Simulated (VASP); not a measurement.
Input of a VASP 6.6.1 run:

Contents of POSCAR:

```
CoO
1.0
    1.6128308784      0.9311683418      2.5834678816
   -1.6128308784      0.9311683418      2.5834678816
    0.0000000000     -1.8623366835      2.5834678816
Co O
1 1
Direct
    0.9989783200      0.9989783200      0.9989783200
    0.7510210300      0.7510210300      0.7510210300
```

The input INCAR.step1:

```
PREC = Accurate
ENCUT = 520
ISMEAR = -1
SIGMA = 0.05
LREAL = False
LASPH = True
NELM = 150
ISPIN = 2
MAGMOM = 2 0
LMAXMIX = 4
NBANDS = 18
GGA = PE
ALGO = Normal
EDIFF = 1E-4
LWAVE = True
LCHARG = False
```

Contents of INCAR.step2:

```
PREC = Accurate
ENCUT = 520
EDIFF = 1E-6
ISMEAR = -1
SIGMA = 0.05
LREAL = False
LASPH = True
NELM = 150
ALGO = Normal
ISIF = 2
LWAVE = False
LCHARG = True
ISPIN = 2
MAGMOM = 2 0
LORBIT = 11
LMAXMIX = 4
METAGGA = R2SCAN
LMIXTAU = True
LELF = True
LVHAR = True
NBANDS = 18
ISTART = 1
```

Contents of KPOINTS:

```
regular mesh
0
Gamma
  10 10 10
```

Potentials or basis: VASP PAW PBE potentials, release 64 (Co, O).

Run with:

```bash
$ cat potpaw_PBE.64/Co/POTCAR potpaw_PBE.64/O/POTCAR > POTCAR
$ cp INCAR.step1 INCAR
$ mpirun -np 1 vasp_std > vasp.out
$ cp INCAR.step2 INCAR
$ mpirun -np 1 vasp_std > vasp.out
```

Task: Estimate the band gap on the k mesh.

Result: 0.20 eV (least direct gap 0.34 eV).

Task: What does it give for the largest force?

Result: 0.345 eV/Å.

Stress tensor (GPa, compression positive):
```
-1.39  0.00  0.00
 0.00 -1.39  0.00
 0.00  0.00  4.96
```

Caveat: the PAW data sets were made with another functional, which shifts forces and pressure a little; a cell with one magnetic atom can't hold antiferromagnetic order, which such compounds often take. A k mesh can miss the band edges.
